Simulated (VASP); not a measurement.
# KF (Fm-3m) in VASP: electric field gradients with PBEsol

Aim: the electric field gradients of KF with PBEsol.

Everything below comes from runs of VASP 6.6.1. Logs are shortened: lines on timing, memory, paths and dates and some standing lists are left out, and cuts for length are marked.

## Step 1: The cell of the first run

It takes space group Fm-3m (No. 225, cubic). The conventional cell has a = 5.344 Å, b = 5.344 Å, c = 5.344 Å, α = 90.00°, β = 90.00°, γ = 90.00°. K (site symmetry m-3m) has 6 F at 2.67 Å within 3.5 Å. F (site symmetry m-3m) has 6 K at 2.67 Å within 3.5 Å.

## Step 2: Electric field gradients, PBEsol

Contents of INCAR:

```
SYSTEM = KF
ALGO = Normal
EDIFF = 1E-8
ENCUT = 520
GGA = PS
ISIF = 2
ISMEAR = -1
LASPH = .True.
LCHARG = .False.
LEFG = .True.
LREAL = .False.
LWAVE = .False.
NBANDS = 15
NELM = 60
PREC = Accurate
SIGMA = 0.03
```

Contents of KPOINTS:

```
k-points
0
Gamma
  8 8 8
  0 0 0
```

Contents of POSCAR:

```
KF
1.0
    0.0000000000      2.6718500000      2.6718500000
    2.6718500000      0.0000000000      2.6718500000
    2.6718500000      2.6718500000      0.0000000000
K F
1 1
Direct
    0.0000000000      0.0000000000      0.0000000000
    0.5000000000      0.5000000000      0.5000000000
```

Potentials or basis: VASP PAW PBE potentials, release 64 (K_sv, F).

The run is started by

```console
> cat potpaw_PBE.64/K_sv/POTCAR potpaw_PBE.64/F/POTCAR > POTCAR
> mpirun -np 1 vasp_std > vasp.out
```

OUTCAR:

```text
SYSTEM = KF
   EDIFF = 1E-8
   ENCUT = 520
   GGA = PS
   ISIF = 2
   ISMEAR = -1
   LASPH = .True.
   LREAL = .False.
   NELM = 60
   PREC = Accurate

 ion  position               nearest neighbor table
   1  0.000  0.000  0.000-   2 2.67   2 2.67   2 2.67   2 2.67   2 2.67   2 2.67
   2  0.500  0.500  0.500-   1 2.67   1 2.67   1 2.67   1 2.67   1 2.67   1 2.67

  LATTYP: Found a face centered cubic cell.
 ALAT       =     5.3437000000

  Lattice vectors:

 A1 = (   0.0000000000,   2.6718500000,   2.6718500000)
 A2 = (   2.6718500000,   0.0000000000,   2.6718500000)
 A3 = (   2.6718500000,   2.6718500000,   0.0000000000)

Analysis of symmetry for initial positions (statically):
=====================================================================
 Subroutine PRICEL returns:
 Original cell was already a primitive cell.

 Routine SETGRP: Setting up the symmetry group for a
 face centered cubic supercell.

 Subroutine GETGRP returns: Found 48 space group operations
 (whereof 48 operations were pure point group operations)
 out of a pool of 48 trial point group operations.

The static configuration has the point symmetry O_h .

Analysis of symmetry for dynamics (positions and initial velocities):
=====================================================================
 Subroutine PRICEL returns:
 Original cell was already a primitive cell.

 Routine SETGRP: Setting up the symmetry group for a
 face centered cubic supercell.

 Subroutine GETGRP returns: Found 48 space group operations
 (whereof 48 operations were pure point group operations)
 out of a pool of 48 trial point group operations.

The dynamic configuration has the point symmetry O_h .

 Subroutine INISYM returns: Found 48 space group operations
 (whereof 48 operations are pure point group operations),
 and found     1 'primitive' translations

----------------------------------------------------------------------------------------

                                     Primitive cell

  volume of cell :      38.1475

  direct lattice vectors                    reciprocal lattice vectors
     0.000000000  2.671850000  2.671850000    -0.187136254  0.187136254  0.187136254
     2.671850000  0.000000000  2.671850000     0.187136254 -0.187136254  0.187136254
     2.671850000  2.671850000  0.000000000     0.187136254  0.187136254 -0.187136254

  length of vectors
     3.778566507  3.778566507  3.778566507     0.324129500  0.324129500  0.324129500

  position of ions in fractional coordinates (direct lattice)
     0.000000000  0.000000000  0.000000000
     0.500000000  0.500000000  0.500000000

  ion indices of the primitive-cell ions
   primitive index   ion index
                 1           1
                 2           2

----------------------------------------------------------------------------------------

 KPOINTS: k-points

Automatic generation of k-mesh.
 Grid dimensions read from file:
 generate k-points for:    8    8    8

 Generating k-lattice:

  Cartesian coordinates                     Fractional coordinates (reciprocal lattice)
    -0.023392032  0.023392032  0.023392032     0.125000000  0.000000000  0.000000000
     0.023392032 -0.023392032  0.023392032     0.000000000  0.125000000  0.000000000
     0.023392032  0.023392032 -0.023392032     0.000000000  0.000000000  0.125000000

  Length of vectors
     0.040516187  0.040516187  0.040516187

  Shift w.r.t. Gamma in fractional coordinates (k-lattice)
     0.000000000  0.000000000  0.000000000

 Subroutine IBZKPT returns following result:
 ===========================================

 Found     29 irreducible k-points:

 Following reciprocal coordinates:
            Coordinates               Weight
  0.000000  0.000000  0.000000      1.000000
  0.125000  0.000000  0.000000      8.000000
  0.250000  0.000000  0.000000      8.000000
  0.375000  0.000000  0.000000      8.000000
  0.500000  0.000000  0.000000      4.000000
  0.125000  0.125000  0.000000      6.000000
[... 16 lines left out ...]
  0.500000  0.250000  0.125000     48.000000
 -0.375000  0.250000  0.125000     24.000000
 [... further k-points ...]
   k-points           NKPTS =     29   k-points in BZ     NKDIM =     29   number of bands    NBANDS=     15
   number of dos      NEDOS =    301   number of ions     NIONS =      2
   total plane-waves  NPLWV =  21952
   dimension x,y,z NGX =    28 NGY =   28 NGZ =   28
   dimension x,y,z NGXF=    56 NGYF=   56 NGZF=   56
   ions per type =               1   1
   NGX,Y,Z   is equivalent  to a cutoff of  12.32, 12.32, 12.32 a.u.
   NGXF,Y,Z  is equivalent  to a cutoff of  24.64, 24.64, 24.64 a.u.
 SYSTEM =  KF
   PREC   = accura    normal or accurate (medium, high low for compatibility)
   ISTART =      0    job   : 0-new  1-cont  2-samecut
   ICHARG =      2    charge: 1-file 2-atom 10-const
   ISPIN  =      1    spin polarized calculation?
   LNONCOLLINEAR =      F non collinear calculations
   LSORBIT =      F    spin-orbit coupling
   LASPH  =      T    aspherical Exc in radial PAW
   ENCUT  =  520.0 eV  38.22 Ry    6.18 a.u.   7.03  7.03  7.03*2*pi/ulx,y,z
   NELM   =     60;   NELMIN=  2; NELMDL= -5     # of ELM steps
   EDIFF  = 0.1E-07   stopping-criterion for ELM
   LREAL  =      F    real-space projection
   EDIFFG = 0.1E-06   stopping-criterion for IOM
   NSW    =      0    number of steps for IOM
   IBRION =     -1    ionic relax: 0-MD 1-quasi-New 2-CG
   NFREE  =      0    steps in history (QN), initial steepest desc. (CG)
   ISIF   =      2    stress and relaxation
   ISYM   =      2    0-nonsym 1-usesym 2-fastsym
   POTIM  = 0.5000    time-step for ionic-motion
   TEBEG  =    0.0;   TEEND  =   0.0 temperature during run
   PSTRESS=    0.0 pullay stress
   NELECT =      16.0000    total number of electrons
   NUPDOWN=      -1.0000    fix difference up-down
   EMIN   =  10.00;   EMAX   =-10.00  energy-range for DOS
   EFERMI =   0.00;   METHOD = LEGACY
   ISMEAR =    -1;   SIGMA  =   0.03  broadening in eV -4-tet -1-fermi 0-gaus
   EFERMI_NEDOS =   21; number of points for ismear=-14 and -15
   IALGO  =     38    algorithm
   IMIX   =      4    mixing-type and parameters
     AMIX     =   0.40;   BMIX     =  1.00
     AMIX_MAG =   1.60;   BMIX_MAG =  1.00
  volume/ion in A,a.u.               =      19.07       128.72
  Fermi-wavevector in a.u.,A,eV,Ry     =   1.225442  2.315750 20.431978  1.501708
  Thomas-Fermi vector in A             =   2.360480
   LORBIT       =      0    0 simple, 1 ext, 2 COOP (PROOUT), +10 PAW based schemes
   GGA     = PS    functional components
   LHFCALC =     F    Hartree Fock is set to
   AEXX    =    0.0000 exact exchange contribution
   IVDW    =     0    specifies the selected vdW correction
   LEPSILON=     F    determine dielectric tensor
   LRPA    =     F    only Hartree local field effects (RPA)
 non-spin polarized calculation
  energy-cutoff  :      520.00
  volume of cell :       38.15
 maximum number of plane-waves:      1036
   NGX = 13   NGY = 13   NGZ = 13

 number of electron      16.0000002 magnetization

 Free energy of the ion-electron system (eV)
  ---------------------------------------------------
  ext. energy  EPLUGINS =         0.00000000
  ---------------------------------------------------
  free energy    TOTEN  =        -8.51960752 eV

  energy without entropy =       -8.51960752  energy(sigma->0) =       -8.51960752

 E-fermi :  -2.2415     XC(G=0):  -8.6086

 val. band max:       -2.9076927150   @ k =   0.0000   0.0000   0.0000
 cond. band min:       3.1225490011   @ k =   0.0000   0.0000   0.0000
 fundamental gap:      6.0302417162
 Fermi energy:        -2.2414849975

 k-point     1 :       0.0000    0.0000    0.0000
  band No.  band energies     occupation
      1     -28.8722      2.00000
      2     -21.4354      2.00000
      3     -12.1837      2.00000
      4     -12.1837      2.00000
      5     -12.1837      2.00000
      6      -2.9077      2.00000
      7      -2.9077      2.00000
      8      -2.9077      2.00000
      9       3.1225      0.00000
     10       7.7274      0.00000
     11       7.7274      0.00000
     12       7.7274      0.00000
     13       9.4013      0.00000
     14       9.4013      0.00000
[... 401 lines left out ...]
      2     -21.5039      2.00000
      3     -12.5132      2.00000
      4     -12.4067      2.00000
      5     -12.2581      2.00000
      6      -3.4904      2.00000
      7      -3.1919      2.00000
      8      -3.1676      2.00000
      9       6.3935      0.00000
     10       7.0725      0.00000
     11       8.7230      0.00000
     12       9.7960      0.00000
     13      11.0648      0.00000
     14      12.0950      0.00000
     15      12.3100      0.00000

 [... further k-points ...]

------------------------ aborting loop because EDIFF is reached ----------------------------------------

  FORCE on cell =-STRESS in cart. coord.  units (eV):
  Direction    XX          YY          ZZ          XY          YZ          ZX
  --------------------------------------------------------------------------------------
  -------------------------------------------------------------------------------------
  Total       -0.1482552     -0.1482552     -0.1482552      0.0000000      0.0000000     -0.0000000
  in kB       -6.2266459     -6.2266459     -6.2266459      0.0000000      0.0000000     -0.0000000
  external PRESSURE =      -6.2266459 kB  Pullay stress =       0.0000000 kB

 VOLUME and BASIS-vectors are now :
 -----------------------------------------------------------------------------
  energy-cutoff  :      520.00
  volume of cell :       38.15
      direct lattice vectors                 reciprocal lattice vectors
     0.000000000  2.671850000  2.671850000    -0.187136254  0.187136254  0.187136254
     2.671850000  0.000000000  2.671850000     0.187136254 -0.187136254  0.187136254
     2.671850000  2.671850000  0.000000000     0.187136254  0.187136254 -0.187136254

 POSITION                                       TOTAL-FORCE (eV/Angst)
 -----------------------------------------------------------------------------------
      0.00000      0.00000      0.00000         0.000000      0.000000      0.000000
      2.67185      2.67185      2.67185        -0.000000     -0.000000     -0.000000
 -----------------------------------------------------------------------------------
    total drift:                                0.000000      0.000000      0.000000

  FREE ENERGIE OF THE ION-ELECTRON SYSTEM (eV)
  ---------------------------------------------------
  free  energy   TOTEN  =        -8.5196075225 eV

  energy  without entropy=       -8.5196075224  energy(sigma->0) =       -8.51960752

 Electric field gradients (V/A^2)
---------------------------------------------------------------------
 ion       V_xx      V_yy      V_zz      V_xy      V_xz      V_yz
---------------------------------------------------------------------
   1      -0.000    -0.000     0.000     0.000     0.000     0.000
   2       0.000     0.000     0.000     0.008     0.008     0.008
---------------------------------------------------------------------

 Electric field gradients after diagonalization (V/A^2)
 (convention: |V_zz| > |V_xx| > |V_yy|)
----------------------------------------------------------------------
 ion       V_xx      V_yy      V_zz     asymmetry (V_yy - V_xx)/ V_zz
----------------------------------------------------------------------
   1      -0.000    -0.000     0.001       0.000
   2      -0.008    -0.008     0.015       0.000
----------------------------------------------------------------------

           NMR quadrupolar parameters

 Cq : quadrupolar parameter    Cq=e*Q*V_zz/h
 eta: asymmetry parameters     (V_yy - V_xx)/ V_zz
 Q  : nuclear electric quadrupole moment in mb (millibarn)
----------------------------------------------------------------------
 ion       Cq(MHz)       eta       Q (mb)
----------------------------------------------------------------------
   1       0.000       0.000       1.000
   2       0.000       0.000       1.000
----------------------------------------------------------------------
```

It took 33 s on 1 thread of Intel Xeon Platinum 8175M at 2.50GHz (Skylake/Cascade Lake), shared host; peak memory 0.16 GiB.

What came out:

* Free energy: -8.5196 eV
* Pressure: -0.6 GPa
* Band gap on the k mesh: 6.03 eV
* Largest electric field gradient by atom: zero within the noise of the run

Levels at points of the mesh, in eV from the valence-band top:
```csv
k point,band 5,band 6,band 7,band 8,band 9,band 10,band 11,band 12
"(0.00, 0.00, 0.00)",-9.28,0.00,0.00,0.00,6.03,10.64,10.64,10.64
"(0.50, 0.00, 0.00)",-9.31,-0.81,-0.35,-0.35,8.97,10.46,12.05,12.05
"(0.50, 0.50, 0.00)",-9.49,-0.21,-0.06,-0.06,8.10,10.23,11.66,13.60
```

Caveat: the PAW data sets were made with another functional, which shifts forces and pressure a little. A k mesh can miss the band edges.
